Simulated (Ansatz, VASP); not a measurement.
# One calculation of SiC, two programs

```
CELL_PARAMETERS angstrom
3.05636 0.00000 0.00000
-1.52818 2.64689 0.00000
0.00000 0.00000 5.04099
ATOMIC_POSITIONS crystal
Si 0.33333 0.66667 0.00460
Si 0.66667 0.33333 0.50460
C 0.33333 0.66667 0.38040
C 0.66667 0.33333 0.88040
```

Change from the starting cell: z stretched by +0.5 %, x and y held.

Alike in both runs: task relaxation of the atoms; functional LDA; k mesh 8 × 8 × 4; no spin polarisation.

|  | VASP | Ansatz |
| --- | --- | --- |
| version | VASP 6.6.1 | Ansatz 0.2.0 |
| potentials or method | VASP PAW LDA potentials, release 64 (Si, C), cutoff 520 eV | all-electron LAPW, scalar-relativistic |
| occupations | gaussian, width 0.01 eV | fixed |

```csv
,VASP,Ansatz,Ansatz less VASP
"gap on the k mesh at the Fermi level, each at its own relaxed structure (eV)",2.35,2.36,+0.015
```

LDA's correlation is that of Perdew and Zunger in VASP and of Perdew and Wang (1992) in Ansatz. Ansatz ran all-electron here, and VASP with PAW potentials.
